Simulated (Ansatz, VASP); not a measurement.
TaN: VASP beside Ansatz

The input INCAR:

```
SYSTEM = TaN
PREC = Accurate
ENCUT = 520
EDIFF = 1E-7
ISMEAR = 0
SIGMA = 0.02
LREAL = .False.
LASPH = .True.
NELM = 100
ALGO = Normal
ISIF = 2
LWAVE = .False.
LCHARG = .False.
GGA = PE
NBANDS = 15
```

Contents of KPOINTS:

```
Automatic mesh
0
Gamma
  18 18 18
  0 0 0
```

The input POSCAR:

```
TaN
1.0
    0.0000000000      2.2879500000      2.1790000000
    2.0700500000      0.0000000000      2.1790000000
    2.0700500000      2.2879500000      0.0000000000
Ta N
1 1
Direct
    0.5000000000      0.5000000000      0.5000000000
    0.0000000000      0.0000000000      0.0000000000
```

Input for Ansatz:

```yaml
crystal:
  lattice:
    - [0.0, 2.28795, 2.179]
    - [2.07005, 0.0, 2.179]
    - [2.07005, 2.28795, 0.0]
  atoms:
    - { symbol: Ta, position: [0.5, 0.5, 0.5] }
    - { symbol: "N", position: [0.0, 0.0, 0.0] }
basis:
  ecutwfc: 420
kpoints:
  mp_grid: { grid: [18, 18, 18] }
hamiltonian:
  xc: pbe
scf:
  occupations: { method: gaussian, width: 0.02 }
output:
  forces: true
  stress: true
  eigenvalues: true
```

Change from the starting cell: strain -0.0500 x Voigt [1, -1, 0, 0, 0, 0], atoms carried along.

Alike in both runs: task single point; functional PBE; k mesh 18 × 18 × 18; occupations gaussian, width 0.02 eV; no spin polarisation.

|  | VASP | Ansatz |
| --- | --- | --- |
| version | VASP 6.6.1 | Ansatz 0.2.0 |
| potentials or method | VASP PAW PBE potentials, release 64 (Ta_pv, N), cutoff 520 eV | scalar-relativistic, plane waves, PAW |
| valence electrons in the cell | 16 | 18 |

Ansatz gave:

* gap on the k mesh at the Fermi level (eV): none
* pressure (GPa): 22.5
* traceless stress, the component that is largest in VASP (GPa): 35.80

**Question.** What did VASP give for the same quantities?

**Answer.** gap on the k mesh at the Fermi level (eV): none; pressure (GPa): 23.6; traceless stress, the component that is largest in VASP (GPa): 35.97.

A gap of «none» marks a metal or a gap that the smearing closes. The functional is the same, so the differences come from potentials, cutoffs and numerics. VASP's potentials hold 16 valence electrons a cell and Ansatz's 18, so a difference there can come from the potentials and not from the codes.

Spin-orbit coupling is off throughout.
